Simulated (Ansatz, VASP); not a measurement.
# One calculation of HfO2, two programs

```
Hf O
1.0
     3.55802    0.00000    0.00000
     0.00000    3.55802    0.00000
     0.00000    0.00000    5.17186
Hf O
2 4
Direct
  0.50000 0.50000 0.50000
  0.00000 0.00000 0.00000
  0.00000 0.50000 0.69721
  0.50000 0.00000 0.80279
  0.50000 0.00000 0.30279
  0.00000 0.50000 0.19721
```

Alike in both runs: task single point; functional r2SCAN; k mesh 6 × 6 × 4; no spin polarisation.

```csv
,VASP,Ansatz
version,VASP 6.6.1,Ansatz 0.2.0
potentials or method,"VASP PAW PBE potentials, release 64 (Hf_pv, O), cutoff 520 eV","plane waves, PAW"
occupations,"gaussian, width 0.01 eV",fixed
valence electrons in the cell,44,76
```

```csv
,VASP,Ansatz,Ansatz less VASP
pressure (GPa),0.4,4.1,+3.68
"traceless stress, the component that is largest in VASP (GPa)",-0.26,-0.40,-0.149
```

VASP's potentials were made for PBE, not for r2SCAN. VASP's potentials hold 44 valence electrons a cell and Ansatz's 76, so a difference there can come from the potentials and not from the codes.

Spin-orbit coupling is off throughout.
